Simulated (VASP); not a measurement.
# Mg (P6/mmm) in VASP: a series of runs, part 2 of 2

VASP 6.6.1. Earlier steps stand in the parts before.

### Step 4. Single point, r2SCAN (strain +0.050 along x and y, +0.000 along z)

POSCAR reads:

```
Mg
1.0
    3.2028147905      0.0000000000      0.0000000000
   -1.6014073953      2.7737189722      0.0000000000
    0.0000000000      0.0000000000      3.0448375700
Mg
1
Direct
    0.0000000000      0.0000000000      0.0000000000
```

INCAR.step1 reads:

```
SYSTEM = Mg
PREC     = Accurate       ! precision mode
ENCUT    = 520            ! plane-wave cutoff, eV
ISMEAR   = 0              ! smearing method
SIGMA    = 0.15           ! smearing width, eV
LREAL    = .FALSE.        ! projectors in reciprocal space
LASPH    = .TRUE.         ! aspherical terms in the spheres
NELM     = 80             ! most SCF steps
NBANDS   = 7              ! bands
GGA      = PE             ! functional
ALGO     = Normal         ! electronic algorithm
EDIFF    = 1E-4           ! SCF threshold, eV
LWAVE    = .TRUE.         ! write WAVECAR
LCHARG   = .FALSE.        ! write CHGCAR
```

INCAR.step2 reads:

```
SYSTEM = Mg
PREC     = Accurate       ! precision mode
ENCUT    = 520            ! plane-wave cutoff, eV
EDIFF    = 1E-6           ! SCF threshold, eV
ISMEAR   = 0              ! smearing method
SIGMA    = 0.15           ! smearing width, eV
LREAL    = .FALSE.        ! projectors in reciprocal space
LASPH    = .TRUE.         ! aspherical terms in the spheres
NELM     = 80             ! most SCF steps
ALGO     = Normal         ! electronic algorithm
ISIF     = 2              ! what is computed and relaxed
LWAVE    = .FALSE.        ! write WAVECAR
LCHARG   = .FALSE.        ! write CHGCAR
METAGGA  = R2SCAN         ! meta-GGA
LMIXTAU  = .TRUE.       
NBANDS   = 7              ! bands
ISTART   = 1
```

KPOINTS reads:

```
regular mesh
0
G
  18 18 16
  0 0 0
```

Potentials or basis: VASP PAW PBE potentials, release 64 (Mg).

Started as:

```
cat potpaw_PBE.64/Mg/POTCAR > POTCAR
cp INCAR.step1 INCAR
mpirun -np 1 vasp_std > vasp.out
cp INCAR.step2 INCAR
mpirun -np 1 vasp_std > vasp.out
```

OUTCAR:

```text
SYSTEM = Mg
   PREC = Accurate
   ENCUT = 520
   EDIFF = 1E-6
   ISMEAR = 0
   LREAL = .FALSE.
   LASPH = .TRUE.
   NELM = 80
   ISIF = 2
   METAGGA = R2SCAN
   ISTART = 1

 ion  position               nearest neighbor table
   1  0.000  0.000  0.000-

  LATTYP: Found a hexagonal cell.
 ALAT       =     3.2028147905
 C/A-ratio  =     0.9506755055

  Lattice vectors:

 A1 = (   3.2028147905,   0.0000000000,   0.0000000000)
 A2 = (  -1.6014073953,   2.7737189722,   0.0000000000)
[... 421 lines left out ...]

 [... further k-points ...]

------------------------ aborting loop because EDIFF is reached ----------------------------------------

  FORCE on cell =-STRESS in cart. coord.  units (eV):
  Direction    XX          YY          ZZ          XY          YZ          ZX
  --------------------------------------------------------------------------------------
  -------------------------------------------------------------------------------------
  Total       -0.5785932     -0.5785932     -0.0752299      0.0000000      0.0000000      0.0000000
  in kB      -34.2708962    -34.2708962     -4.4559718      0.0000000      0.0000000      0.0000000
  external PRESSURE =     -24.3325881 kB  Pullay stress =       0.0000000 kB

 VOLUME and BASIS-vectors are now :
 -----------------------------------------------------------------------------
  energy-cutoff  :      520.00
  volume of cell :       27.05
      direct lattice vectors                 reciprocal lattice vectors
     3.202814791  0.000000000  0.000000000     0.312225360  0.180263395  0.000000000
    -1.601407395  2.773718972  0.000000000     0.000000000  0.360526791  0.000000000
     0.000000000  0.000000000  3.044837570     0.000000000  0.000000000  0.328424744

 POSITION                                       TOTAL-FORCE (eV/Angst)
 -----------------------------------------------------------------------------------
      0.00000      0.00000      0.00000         0.000000      0.000000      0.000000
 -----------------------------------------------------------------------------------
    total drift:                                0.000000      0.000000     -0.000000

  FREE ENERGIE OF THE ION-ELECTRON SYSTEM (eV)
  ---------------------------------------------------
  free  energy   TOTEN  =        -3.8468802678 eV

  energy  without entropy=       -3.8418307720  energy(sigma->0) =       -3.84435552
```

OUTCAR.step1:

```text
SYSTEM = Mg
   PREC = Accurate
   ENCUT = 520
   ISMEAR = 0
   LREAL = .FALSE.
   LASPH = .TRUE.
   NELM = 80
[... 458 lines left out ...]
 -----------------------------------------------------------------------------------
      0.00000      0.00000      0.00000         0.000000      0.000000      0.000000
 -----------------------------------------------------------------------------------
    total drift:                                0.000000      0.000000      0.000000

  FREE ENERGIE OF THE ION-ELECTRON SYSTEM (eV)
  ---------------------------------------------------
  free  energy   TOTEN  =        -1.2642657984 eV

  energy  without entropy=       -1.2591291902  energy(sigma->0) =       -1.26169749
```

It took 62 s on 1 thread of Intel Xeon 6975P-C, shared host; peak memory 0.19 GiB.

What came out:

```
Free energy            : -3.8469 eV
Pressure               : -2.4 GPa
Band gap on the k mesh : zero (band 1 reaches 5.12 eV, above the bottom of band 2 at -0.49 eV)
```

Caveat: the cell differs from its parent crystal (strain +0.050 along x and y, +0.000 along z); the PAW data sets were made with another functional, which shifts forces and pressure a little.

### Step 5. Single point, r2SCAN (strain +0.050 along x and y, +0.050 along z)

POSCAR, as its differences from that of step 4:

```diff
@@ -4,3 +4,3 @@
    -1.6014073953      2.7737189722      0.0000000000
-    0.0000000000      0.0000000000      3.0448375700
+    0.0000000000      0.0000000000      3.1970794485
 Mg
```

INCAR.step1 reads:

```
  PREC = Accurate
  ENCUT = 520
  ISMEAR = 0
  SIGMA = 0.15
  LREAL = False
  LASPH = True
  NELM = 100
  NBANDS = 7
  GGA = PE
  ALGO = Normal
  EDIFF = 1E-4
  LWAVE = True
  LCHARG = False
```

INCAR.step2 reads:

```
  PREC = Accurate
  ENCUT = 520
  EDIFF = 1E-6
  ISMEAR = 0
  SIGMA = 0.15
  LREAL = False
  LASPH = True
  NELM = 100
  ALGO = Normal
  ISIF = 2
  LWAVE = False
  LCHARG = False
  METAGGA = R2SCAN
  LMIXTAU = True
  NBANDS = 7
  ISTART = 1
```

KPOINTS reads:

```
Automatic mesh
0
Gamma
  18 18 16
```

Started as:

```
cat potpaw_PBE.64/Mg/POTCAR > POTCAR
cp INCAR.step1 INCAR
mpirun -np 1 vasp_std > vasp.out
cp INCAR.step2 INCAR
mpirun -np 1 vasp_std > vasp.out
```

Wall time 65 s (1 thread of Intel Xeon 6975P-C, shared host); peak memory 0.2 GiB.

Results (log left out):

```yaml
Free_energy: -3.8329 eV
Pressure: -3.2 GPa
Band_gap_on_the_k_mesh: zero (band 1 reaches 4.57 eV, above the bottom of band 2 at -0.71 eV)
```

Stress tensor (GPa, compression positive):
```
-3.44  0.00  0.00
 0.00 -3.44  0.00
 0.00  0.00 -2.66
```

Levels at points of the mesh, in eV from the Fermi level:
| k point | band 1 | band 2 | band 3 | band 4 | band 5 | band 6 |
| --- | --- | --- | --- | --- | --- | --- |
| (0.00, 0.00, 0.00) | -6.52 | 8.06 | 8.54 | 12.53 | 12.53 | 13.17 |
| (0.50, 0.00, 0.00) | -1.56 | -1.14 | 8.29 | 8.36 | 12.91 | 13.28 |
| (0.00, 0.00, 0.50) | -2.92 | -2.31 | 14.60 | 14.60 | 16.17 | 16.17 |
| (0.50, 0.00, 0.50) | 1.41 | 2.36 | 2.93 | 3.15 | 11.32 | 12.35 |

Caveat: the cell differs from its parent crystal (strain +0.050 along x and y, +0.050 along z); the PAW data sets were made with another functional, which shifts forces and pressure a little.

### Step 6. Overview

```csv
cell,gap on the mesh (eV),pressure (GPa)
"a = 3.050, b = 3.050, c = 3.197 Å, angles 90.0, 90.0, 120.0°, 1 atom",none,-0.5
"a = 3.203, b = 3.203, c = 2.893 Å, angles 90.0, 90.0, 120.0°, 1 atom",none,-1.2
"a = 3.203, b = 3.203, c = 3.045 Å, angles 90.0, 90.0, 120.0°, 1 atom",none,-2.4
"a = 3.203, b = 3.203, c = 3.197 Å, angles 90.0, 90.0, 120.0°, 1 atom",none,-3.2
```

Alike in all rows: task single point; level r2SCAN; potentials or basis VASP PAW PBE potentials, release 64 (Mg); no spin polarisation; k mesh 18 × 18 × 16; cutoff (eV) 520; smearing gaussian 0.15 eV.

Caveats: the PAW data sets were made with another functional, which shifts forces and pressure a little.

Total energies depend on the potentials used, so only differences within one code and one set of settings carry meaning.
